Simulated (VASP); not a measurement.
## NaF (Villiaumite): single point with PBE

Crystal: NaF (Villiaumite).

```xyz
2
Lattice="0.0000 2.3958 2.3958 2.3958 0.0000 2.3958 2.3958 2.3958 0.0000" Properties=species:S:1:pos:R:3 pbc="T T T"
Na    0.0000    0.0000    0.0000
F     2.3958    2.3958    2.3958
```

This cell differs from its parent crystal: volume scaled by 1.06.

| Quantity | Value |
| --- | --- |
| Program | VASP 6.6.1 |
| Task | single point |
| Functional | PBE |
| Potentials or basis | VASP PAW PBE potentials, release 64 (Na_pv, F) |
| Cutoff | 520 eV |
| k mesh | 8 × 8 × 8 |
| Occupations | gaussian, width 0.02 eV |
| Spin | no spin polarisation |

```
Pressure               : -2.4 GPa
Band gap on the k mesh : 5.79 eV, direct
```

Levels at points of the mesh, in eV from the valence-band top:
```csv
k point,band 5,band 6,band 7,band 8,band 9,band 10
"(0.00, 0.00, 0.00)",0.00,0.00,0.00,5.79,18.26,18.26
"(0.50, 0.00, 0.00)",-1.38,-0.21,-0.21,10.18,11.63,19.04
"(0.50, 0.50, 0.00)",-1.12,-0.36,-0.36,12.35,12.64,12.95
```

It took 14 s on 1 thread of Intel(R) Xeon(R) Platinum 8375C CPU @ 2.90GHz (Ice Lake), on a shared host, peak memory 0.15 GiB.
